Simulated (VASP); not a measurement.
# SiW4 (Im-3m) in VASP: a series of runs

Runs on SiW4. Level: PBE. Tasks: single point, relaxation of cell and atoms.

All numbers are computed with VASP 6.6.1; they aren't measurements. Logs are shortened: lines on timing, memory, paths and dates and some standing lists are left out, and cuts for length are marked.

### 1 The cell of the first run

The structure is cubic, space group Im-3m (No. 229). The conventional cell has a = 5.655 Å, b = 5.655 Å, c = 5.655 Å, α = 90.00°, β = 90.00°, γ = 90.00°. Within 3.2 Å of Si (site symmetry m-3m) lie 8 W at 2.45 Å. Within 3.2 Å of W (site symmetry -3m) lie 2 Si at 2.45 Å and 6 W at 2.83 Å.

### 2 Single point, PBE

INCAR reads:

```
PREC = Accurate
ENCUT = 520
EDIFF = 1E-6
ISMEAR = 0
SIGMA = 0.1
LREAL = False
LASPH = True
NELM = 80
ALGO = Fast
ISIF = 2
LWAVE = False
LCHARG = False
GGA = PE
NBANDS = 38
```

KPOINTS reads:

```
regular mesh
0
Gamma
  4 4 4
```

POSCAR reads:

```
SiW4
1.0
   -2.8277066286      2.8277066286      2.8277066286
    2.8277066286     -2.8277066286      2.8277066286
    2.8277066286      2.8277066286     -2.8277066286
Si W
1 4
Direct
    0.0000000000      0.0000000000      0.0000000000
    0.5000000000      0.5000000000      0.5000000000
    0.5000000000      0.0000000000      0.0000000000
    0.0000000000      0.0000000000      0.5000000000
    0.0000000000      0.5000000000      0.0000000000
```

Potentials or basis: VASP PAW PBE potentials, release 64 (Si, W_sv).

Command:

```console
$ cat potpaw_PBE.64/Si/POTCAR potpaw_PBE.64/W_sv/POTCAR > POTCAR
$ mpirun -np 1 vasp_std > vasp.out
```

OUTCAR:

```text
PREC = Accurate
   ENCUT = 520
   EDIFF = 1E-6
   ISMEAR = 0
   LREAL = False
   LASPH = True
   NELM = 80
   ISIF = 2
   GGA = PE

 ion  position               nearest neighbor table
   1  0.000  0.000  0.000-   2 2.45   3 2.45   4 2.45   5 2.45   4 2.45   5 2.45   3 2.45   2 2.45

   2  0.500  0.500  0.500-   1 2.45   1 2.45   4 2.83   5 2.83   3 2.83   5 2.83   4 2.83   3 2.83

   3  0.500  0.000  0.000-   1 2.45   1 2.45   4 2.83   5 2.83   2 2.83   2 2.83   4 2.83   5 2.83

   4  0.000  0.000  0.500-   1 2.45   1 2.45   3 2.83   5 2.83   2 2.83   5 2.83   3 2.83   2 2.83

   5  0.000  0.500  0.000-   1 2.45   1 2.45   3 2.83   4 2.83   2 2.83   4 2.83   2 2.83   3 2.83

  LATTYP: Found a body centered cubic cell.
 ALAT       =     5.6554132572

  Lattice vectors:

 A1 = (  -2.8277066286,   2.8277066286,   2.8277066286)
 A2 = (   2.8277066286,  -2.8277066286,   2.8277066286)
 A3 = (   2.8277066286,   2.8277066286,  -2.8277066286)

Analysis of symmetry for initial positions (statically):
=====================================================================
 Subroutine PRICEL returns:
 Original cell was already a primitive cell.

 Routine SETGRP: Setting up the symmetry group for a
 body centered cubic supercell.

 Subroutine GETGRP returns: Found 48 space group operations
 (whereof 48 operations were pure point group operations)
 out of a pool of 48 trial point group operations.

The static configuration has the point symmetry O_h .

Analysis of symmetry for dynamics (positions and initial velocities):
=====================================================================
 Subroutine PRICEL returns:
 Original cell was already a primitive cell.

 Routine SETGRP: Setting up the symmetry group for a
 body centered cubic supercell.

 Subroutine GETGRP returns: Found 48 space group operations
 (whereof 48 operations were pure point group operations)
 out of a pool of 48 trial point group operations.

The dynamic configuration has the point symmetry O_h .

 Subroutine INISYM returns: Found 48 space group operations
 (whereof 48 operations are pure point group operations),
 and found     1 'primitive' translations

----------------------------------------------------------------------------------------

                                     Primitive cell

  volume of cell :      90.4405

  direct lattice vectors                    reciprocal lattice vectors
    -2.827706629  2.827706629  2.827706629     0.000000000  0.176821738  0.176821738
     2.827706629 -2.827706629  2.827706629     0.176821738  0.000000000  0.176821738
     2.827706629  2.827706629 -2.827706629     0.176821738  0.176821738  0.000000000

  length of vectors
     4.897731550  4.897731550  4.897731550     0.250063700  0.250063700  0.250063700

  position of ions in fractional coordinates (direct lattice)
     0.000000000  0.000000000  0.000000000
     0.500000000  0.500000000  0.500000000
     0.500000000  0.000000000  0.000000000
     0.000000000  0.000000000  0.500000000
     0.000000000  0.500000000  0.000000000

  ion indices of the primitive-cell ions
   primitive index   ion index
                 1           1
                 2           2
                 3           3
                 4           4
                 5           5

----------------------------------------------------------------------------------------

 KPOINTS: regular mesh

Automatic generation of k-mesh.
 Grid dimensions read from file:
 generate k-points for:    4    4    4

 Generating k-lattice:

  Cartesian coordinates                     Fractional coordinates (reciprocal lattice)
     0.000000000  0.044205434  0.044205434     0.250000000  0.000000000  0.000000000
     0.044205434  0.000000000  0.044205434     0.000000000  0.250000000  0.000000000
     0.044205434  0.044205434  0.000000000     0.000000000  0.000000000  0.250000000

  Length of vectors
     0.062515925  0.062515925  0.062515925

  Shift w.r.t. Gamma in fractional coordinates (k-lattice)
     0.000000000  0.000000000  0.000000000

 Subroutine IBZKPT returns following result:
 ===========================================

 Found      8 irreducible k-points:

 Following reciprocal coordinates:
            Coordinates               Weight
  0.000000  0.000000  0.000000      1.000000
  0.250000  0.000000  0.000000     12.000000
  0.500000  0.000000  0.000000      6.000000
  0.250000  0.250000  0.000000     24.000000
  0.250000  0.250000  0.250000      2.000000
 -0.250000  0.250000  0.250000      6.000000
  0.500000  0.500000  0.250000     12.000000
  0.500000  0.500000  0.500000      1.000000
   k-points           NKPTS =      8   k-points in BZ     NKDIM =      8   number of bands    NBANDS=     38
   number of dos      NEDOS =    301   number of ions     NIONS =      5
   total plane-waves  NPLWV =  46656
   dimension x,y,z NGX =    36 NGY =   36 NGZ =   36
   dimension x,y,z NGXF=    72 NGYF=   72 NGZF=   72
   ions per type =               1   4
   NGX,Y,Z   is equivalent  to a cutoff of  12.22, 12.22, 12.22 a.u.
   NGXF,Y,Z  is equivalent  to a cutoff of  24.44, 24.44, 24.44 a.u.
 SYSTEM =  unknown system
   PREC   = accura    normal or accurate (medium, high low for compatibility)
   ISTART =      0    job   : 0-new  1-cont  2-samecut
   ICHARG =      2    charge: 1-file 2-atom 10-const
   ISPIN  =      1    spin polarized calculation?
   LNONCOLLINEAR =      F non collinear calculations
   LSORBIT =      F    spin-orbit coupling
   LASPH  =      T    aspherical Exc in radial PAW
   ENCUT  =  520.0 eV  38.22 Ry    6.18 a.u.   9.11  9.11  9.11*2*pi/ulx,y,z
   NELM   =     80;   NELMIN=  2; NELMDL= -5     # of ELM steps
   EDIFF  = 0.1E-05   stopping-criterion for ELM
   LREAL  =      F    real-space projection
   EDIFFG = 0.1E-04   stopping-criterion for IOM
   NSW    =      0    number of steps for IOM
   IBRION =     -1    ionic relax: 0-MD 1-quasi-New 2-CG
   NFREE  =      0    steps in history (QN), initial steepest desc. (CG)
   ISIF   =      2    stress and relaxation
   ISYM   =      2    0-nonsym 1-usesym 2-fastsym
   POTIM  = 0.5000    time-step for ionic-motion
   TEBEG  =    0.0;   TEEND  =   0.0 temperature during run
   PSTRESS=    0.0 pullay stress
   NELECT =      60.0000    total number of electrons
   NUPDOWN=      -1.0000    fix difference up-down
   EMIN   =  10.00;   EMAX   =-10.00  energy-range for DOS
   EFERMI =   0.00;   METHOD = LEGACY
   ISMEAR =     0;   SIGMA  =   0.10  broadening in eV -4-tet -1-fermi 0-gaus
   EFERMI_NEDOS =   21; number of points for ismear=-14 and -15
   IALGO  =     68    algorithm
   IMIX   =      4    mixing-type and parameters
     AMIX     =   0.40;   BMIX     =  1.00
     AMIX_MAG =   1.60;   BMIX_MAG =  1.00
  volume/ion in A,a.u.               =      18.09       122.06
  Fermi-wavevector in a.u.,A,eV,Ry     =   1.427812  2.698173 27.737462  2.038646
  Thomas-Fermi vector in A             =   2.547941
   LORBIT       =      0    0 simple, 1 ext, 2 COOP (PROOUT), +10 PAW based schemes
   GGA     = PE    functional components
   LHFCALC =     F    Hartree Fock is set to
   AEXX    =    0.0000 exact exchange contribution
   IVDW    =     0    specifies the selected vdW correction
   LEPSILON=     F    determine dielectric tensor
   LRPA    =     F    only Hartree local field effects (RPA)
 non-spin polarized calculation
 RMM-DIIS sequential band-by-band and
 Gauss-broadening in eV      SIGMA  =   0.10
  energy-cutoff  :      520.00
  volume of cell :       90.44
 maximum number of plane-waves:      2491
   NGX = 19   NGY = 19   NGZ = 19

 number of electron      60.0000018 magnetization

 Free energy of the ion-electron system (eV)
  ---------------------------------------------------
  ext. energy  EPLUGINS =         0.00000000
  ---------------------------------------------------
  free energy    TOTEN  =       -51.14687021 eV

  energy without entropy =      -51.11296957  energy(sigma->0) =      -51.12991989

 E-fermi :   8.6976     XC(G=0): -12.2016

 val. band max:        8.6546006953   @ k =   0.2500   0.2500   0.0000
 cond. band min:       8.7117553232   @ k =   0.5000   0.5000   0.5000
 fundamental gap:      0.0571546278
 Fermi energy:         8.6976329329

 k-point     1 :       0.0000    0.0000    0.0000
  band No.  band energies     occupation
      1     -65.2431      2.00000
      2     -65.1636      2.00000
      3     -65.1636      2.00000
      4     -65.1636      2.00000
      5     -29.7479      2.00000
      6     -29.7479      2.00000
[... 30 lines left out ...]
     37      12.5212      0.00000
     38      12.5233      0.00000

 k-point     2 :       0.2500    0.0000    0.0000
  band No.  band energies     occupation
      1     -65.2314      2.00000
      2     -65.1752      2.00000
      3     -65.1637      2.00000
      4     -65.1637      2.00000
      5     -29.7334      2.00000
      6     -29.7313      2.00000
[... 30 lines left out ...]
     37      11.8408      0.00000
     38      11.9271      0.00000

 k-point     3 :       0.5000    0.0000    0.0000
  band No.  band energies     occupation
      1     -65.2033      2.00000
      2     -65.2032      2.00000
      3     -65.1638      2.00000
      4     -65.1638      2.00000
      5     -29.7315      2.00000
      6     -29.7288      2.00000
[... 30 lines left out ...]
     37      10.8010      0.00000
     38      11.7253      0.00000

 k-point     4 :       0.2500    0.2500    0.0000
  band No.  band energies     occupation
      1     -65.2114      2.00000
      2     -65.1834      2.00000
      3     -65.1834      2.00000
      4     -65.1558      2.00000
      5     -29.6907      2.00000
      6     -29.6412      2.00000
[... 30 lines left out ...]
     37      10.7602      0.00000
     38      11.1014      0.00000

 k-point     5 :       0.2500    0.2500    0.2500
  band No.  band energies     occupation
      1     -65.1836      2.00000
      2     -65.1835      2.00000
      3     -65.1835      2.00000
      4     -65.1835      2.00000
      5     -29.4592      2.00000
      6     -29.4321      2.00000
[... 30 lines left out ...]
     37       9.7371      0.00000
     38       9.7941      0.00000

 k-point     6 :      -0.2500    0.2500    0.2500
  band No.  band energies     occupation
      1     -65.2231      2.00000
      2     -65.1833      2.00000
      3     -65.1833      2.00000
      4     -65.1443      2.00000
      5     -29.7995      2.00000
      6     -29.7431      2.00000
[... 30 lines left out ...]
     37      11.3539      0.00000
     38      13.3891      0.00000

 k-point     7 :       0.5000    0.5000    0.2500
  band No.  band energies     occupation
      1     -65.2031      2.00000
      2     -65.2030      2.00000
      3     -65.1914      2.00000
      4     -65.1363      2.00000
      5     -29.8080      2.00000
      6     -29.7127      2.00000
[... 30 lines left out ...]
     37      11.8797      0.00000
     38      12.2638      0.00000

 k-point     8 :       0.5000    0.5000    0.5000
  band No.  band energies     occupation
      1     -65.2030      2.00000
      2     -65.2030      2.00000
      3     -65.2030      2.00000
      4     -65.1249      2.00000
      5     -29.8749      2.00000
      6     -29.7838      2.00000
[... 30 lines left out ...]
     37      12.6431      0.00000
     38      14.7031      0.00000

------------------------ aborting loop because EDIFF is reached ----------------------------------------

  FORCE on cell =-STRESS in cart. coord.  units (eV):
  Direction    XX          YY          ZZ          XY          YZ          ZX
  --------------------------------------------------------------------------------------
  -------------------------------------------------------------------------------------
  Total        0.1271667      0.1271667      0.1271667      0.0000000     -0.0000000      0.0000000
  in kB        2.2527918      2.2527918      2.2527918      0.0000000     -0.0000000      0.0000000
  external PRESSURE =       2.2527918 kB  Pullay stress =       0.0000000 kB

 VOLUME and BASIS-vectors are now :
 -----------------------------------------------------------------------------
  energy-cutoff  :      520.00
  volume of cell :       90.44
      direct lattice vectors                 reciprocal lattice vectors
    -2.827706629  2.827706629  2.827706629     0.000000000  0.176821738  0.176821738
     2.827706629 -2.827706629  2.827706629     0.176821738  0.000000000  0.176821738
     2.827706629  2.827706629 -2.827706629     0.176821738  0.176821738  0.000000000

 POSITION                                       TOTAL-FORCE (eV/Angst)
 -----------------------------------------------------------------------------------
      0.00000      0.00000      0.00000         0.000000     -0.000000      0.000000
      1.41385      1.41385      1.41385         0.000000      0.000000      0.000000
     -1.41385      1.41385      1.41385        -0.000000     -0.000000     -0.000000
      1.41385      1.41385     -1.41385        -0.000000     -0.000000      0.000000
      1.41385     -1.41385      1.41385        -0.000000      0.000000     -0.000000
 -----------------------------------------------------------------------------------
    total drift:                               -0.000000     -0.000000      0.000000

  FREE ENERGIE OF THE ION-ELECTRON SYSTEM (eV)
  ---------------------------------------------------
  free  energy   TOTEN  =       -51.1468702112 eV

  energy  without entropy=      -51.1129695722  energy(sigma->0) =      -51.12991989
```

Wall time 17 s (1 thread of Intel Xeon 6975P-C (Granite Rapids), shared host); peak memory 0.2 GiB.

Results:

- Free energy: -51.1469 eV
- Pressure: 0.2 GPa
- Band gap on the k mesh: zero (band 30 reaches 9.34 eV, above the bottom of band 31 at 8.18 eV)

Levels at points of the mesh, in eV from the Fermi level:
```csv
k point,band 25,band 26,band 27,band 28,band 29,band 30,band 31,band 32,band 33,band 34
"(0.00, 0.00, 0.00)",-3.01,-1.04,-1.04,-1.04,0.47,0.47,0.47,1.43,1.43,1.43
"(0.50, 0.00, 0.00)",-1.82,-1.64,-1.35,-1.01,-0.27,-0.21,-0.13,-0.04,0.47,1.29
"(0.50, 0.50, 0.50)",-2.67,-2.67,-0.95,-0.95,0.01,0.01,0.01,0.86,0.86,0.86
```

Caveat: the k points lie up to 0.39 Å⁻¹ apart; spin-orbit coupling is left out, which moves the levels of the heavy elements.

### 3 Relaxation of cell and atoms, PBE

This run uses another cell than the first one, of 16.21 Å³/atom, 0.896 times its volume.

INCAR reads:

```
ALGO = Normal ; EDIFF = 1E-6
EDIFFG = -0.04 ; ENCUT = 600
GGA = PE ; IBRION = 2
ISIF = 3 ; ISMEAR = 0
LASPH = True ; LCHARG = False
LREAL = False ; LWAVE = False
NELM = 100 ; NSW = 90
PREC = Accurate ; SIGMA = 0.1
```

KPOINTS reads:

```
k-points
0
Gamma
  4 4 4
```

Edit POSCAR of step 2 so:

```diff
@@ -2,5 +2,5 @@
 1.0
-   -2.8277066286      2.8277066286      2.8277066286
-    2.8277066286     -2.8277066286      2.8277066286
-    2.8277066286      2.8277066286     -2.8277066286
+   -2.7263161000      2.7263161000      2.7263161000
+    2.7263161000     -2.7263161000      2.7263161000
+    2.7263161000      2.7263161000     -2.7263161000
 Si W
```

Potentials or basis: VASP PAW PBE potentials, release 64 (Si, W_sv).

Command:

```console
$ cat potpaw_PBE.64/Si/POTCAR potpaw_PBE.64/W_sv/POTCAR > POTCAR
$ mpirun -np 1 vasp_std > vasp.out
```

Run time: 48 s. Hardware: 1 thread of Intel Xeon 6975P-C (Granite Rapids), shared host; peak memory 0.26 GiB.

The run converged. Its results:

| Quantity | Value |
| --- | --- |
| Free energy | -51.1449 eV |
| Relaxed volume | 18.13 Å³/atom |
| Relaxed cell | a = 4.902 Å, b = 4.902 Å, c = 4.902 Å, α = 109.47°, β = 109.47°, γ = 109.47° |
| Space group after relaxing (to 0.05 Å) | Im-3m (No. 229) |
| Energy gained by relaxing | 152.2 meV/atom |
| Ionic steps | 4 |
| Pressure after relaxing | -0.3 GPa |
| Band gap on the k mesh | zero (band 30 reaches 9.30 eV, above the bottom of band 31 at 8.16 eV) |

Step by step:
```
step  energy change (eV)  largest force (eV/Å)  pressure (GPa)  volume (Å³)
   1              0.0000                0.0000           28.19        81.06
   2              2.8116                0.0000          -31.04       119.33
   3             -0.7541                0.0000           -2.20        91.55
   4             -0.7610                0.0000           -0.27        90.67
```

Final structure:
```cif
data_structure
_symmetry_space_group_name_H-M 'P 1'
_symmetry_Int_Tables_number 1
_cell_length_a 4.9019
_cell_length_b 4.9019
_cell_length_c 4.9019
_cell_angle_alpha 109.471
_cell_angle_beta 109.471
_cell_angle_gamma 109.471
_cell_volume 90.67
loop_
_atom_site_label
_atom_site_type_symbol
_atom_site_fract_x
_atom_site_fract_y
_atom_site_fract_z
_atom_site_occupancy
Si1 Si 0.00000 0.00000 0.00000 1
W1 W 0.50000 0.50000 0.50000 1
W2 W 0.50000 0.00000 0.00000 1
W3 W 0.00000 0.00000 0.50000 1
W4 W 0.00000 0.50000 0.00000 1
```

Levels at points of the mesh, in eV from the Fermi level:
```
           k point  band 26  band 27  band 28  band 29  band 30  band 31  band 32  band 33
(0.00, 0.00, 0.00)    -1.05    -1.05    -1.05     0.47     0.47     0.47     1.43     1.43
(0.50, 0.00, 0.00)    -1.63    -1.35    -1.01    -0.27    -0.21    -0.13    -0.05     0.47
(0.50, 0.50, 0.50)    -2.66    -0.94    -0.94     0.01     0.01     0.01     0.86     0.86
```

Caveat: the k points lie up to 0.39 Å⁻¹ apart in the final cell; spin-orbit coupling is left out, which moves the levels of the heavy elements.
